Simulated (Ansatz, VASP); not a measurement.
# MgS in VASP and in Ansatz

```
CELL_PARAMETERS angstrom
0.00000 2.83312 2.83312
2.83312 0.00000 2.83312
2.83312 2.83312 0.00000
ATOMIC_POSITIONS crystal
Mg 0.00264 0.06082 0.95112
S 0.75000 0.75000 0.75000
```

Change from the starting cell: one atom moved.

Alike in both runs: task single point; functional PBE; k mesh 8 × 8 × 8; occupations gaussian, width 0.02 eV; no spin polarisation.

```csv
,VASP,Ansatz
version,VASP 6.6.1,Ansatz 0.2.0
potentials or method,"VASP PAW PBE potentials, release 64 (Mg, S), cutoff 520 eV","scalar-relativistic, plane waves, PAW"
valence electrons in the cell,8,16
```

```tsv
	VASP	Ansatz	Ansatz less VASP
gap on the k mesh at the Fermi level (eV)	3.18	3.19	+0.006
least direct gap on the mesh (eV)	3.18	3.19	+0.006
pressure (GPa)	2.2	2.3	+0.13
traceless stress, the component that is largest in VASP (GPa)	-4.37	-4.36	+0.007
rms of the force components (eV/Å)	0.930	0.927	-0.0032
```

Atom by atom the forces differ by 0.003 eV/Å (rms over components). VASP's potentials hold 8 valence electrons a cell and Ansatz's 16, so a difference there can come from the potentials and not from the codes.
